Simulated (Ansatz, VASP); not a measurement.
**AlNi3: VASP beside Ansatz**

```
Al Ni
1.0
     3.52305    0.00000    0.00000
     0.00000    3.52305    0.00000
     0.00000    0.00000    3.52305
Al Ni
1 3
Direct
  0.00000 0.00000 0.00000
  0.00000 0.50000 0.50000
  0.50000 0.00000 0.50000
  0.50000 0.50000 0.00000
```

Alike in both runs: task single point; functional PBE; k mesh 10 × 10 × 10; occupations fermi-dirac, width 0.03 eV; no spin polarisation.

|  | VASP | Ansatz |
| --- | --- | --- |
| version | VASP 6.6.1 | Ansatz 0.2.0 |
| potentials or method | VASP PAW PBE potentials, release 64 (Al, Ni) | PAW with Ansatz's default frozen-core files, scalar-relativistic |
| plane-wave cutoff (eV) | 520 | 420 |
| valence electrons in the cell | 33 | 57 |

|  | VASP | Ansatz | Ansatz less VASP |
| --- | --- | --- | --- |
| pressure (GPa) | 7.0 | 7.0 | +0.02 |

VASP's potentials hold 33 valence electrons a cell and Ansatz's 57, so a difference there can come from the potentials and not from the codes.
